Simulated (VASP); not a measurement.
A run of VASP 6.6.1 is set up as follows.

File INCAR:

```
SYSTEM = AlAs
PREC = Accurate
ENCUT = 500
EDIFF = 1E-6
ISMEAR = 0
SIGMA = 0.02
LREAL = .False.
LASPH = .True.
NELM = 120
ALGO = Normal
ISIF = 2
LWAVE = .False.
LCHARG = .False.
GGA = CA
NBANDS = 11
GGA_COMPAT = .False.
```

The input KPOINTS:

```
Automatic mesh
0
Gamma
  8 8 8
  0 0 0
```

POSCAR

```
AlAs
1.0
    0.0000000000      2.8143768890      2.8143768890
    2.8143768890      0.0000000000      2.8143768890
    2.8143768890      2.8143768890      0.0000000000
Al As
1 1
Direct
    0.0000000000      0.0000000000      0.0000000000
    0.2500000000      0.2500000000      0.2500000000
```

Potentials or basis: VASP PAW LDA potentials, release 64 (Al, As).

Command:

```sh
$ cat potpaw_LDA.64/Al/POTCAR potpaw_LDA.64/As/POTCAR > POTCAR
$ mpirun -np 1 vasp_std > vasp.out
```

(1) Predict the band gap on the k mesh.

(2) What does it give for the pressure?

Answers

(1) 1.31 eV (least direct gap 2.02 eV).

(2) 0.4 GPa.
